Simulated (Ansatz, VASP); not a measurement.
**CoSi: VASP beside Ansatz**

```
CELL_PARAMETERS angstrom
2.71442 0.00000 0.00000
0.00000 2.71442 0.00000
0.00000 0.00000 2.71442
ATOMIC_POSITIONS crystal
Co 0.00000 0.00000 0.00000
Si 0.50000 0.50000 0.50000
```

Alike in both runs: task relaxation of cell and atoms; functional r2SCAN; k mesh 14 × 14 × 14; occupations fermi-dirac, width 0.05 eV; collinear spin.

|  | VASP | Ansatz |
| --- | --- | --- |
| version | VASP 6.6.1 | Ansatz 0.2.0 |
| potentials or method | VASP PAW PBE potentials, release 64 (Co, Si) | PAW with Ansatz's default frozen-core files, scalar-relativistic |
| plane-wave cutoff (eV) | 600 | 500 |
| valence electrons in the cell | 13 | 21 |

VASP gave:

```
net moment per atom (μB)                                        : 0.45
size of the moment on the site where the two differ most (μB)   : 0.93
relaxed volume (Å³/atom)                                        : 10.54
relaxed length of the cell vector where the two differ most in proportion (Å) : 2.763
```

Task: What did Ansatz give for the same quantities?

Result: net moment per atom (μB): 0.46; size of the moment on the site where the two differ most (μB): 0.96; relaxed volume (Å³/atom): 10.54; relaxed length of the cell vector where the two differ most in proportion (Å): 2.763.

VASP's potentials were made for PBE, not for r2SCAN. Site moments also hang on the region over which each program counts them. VASP's potentials hold 13 valence electrons a cell and Ansatz's 21, so a difference there can come from the potentials and not from the codes.
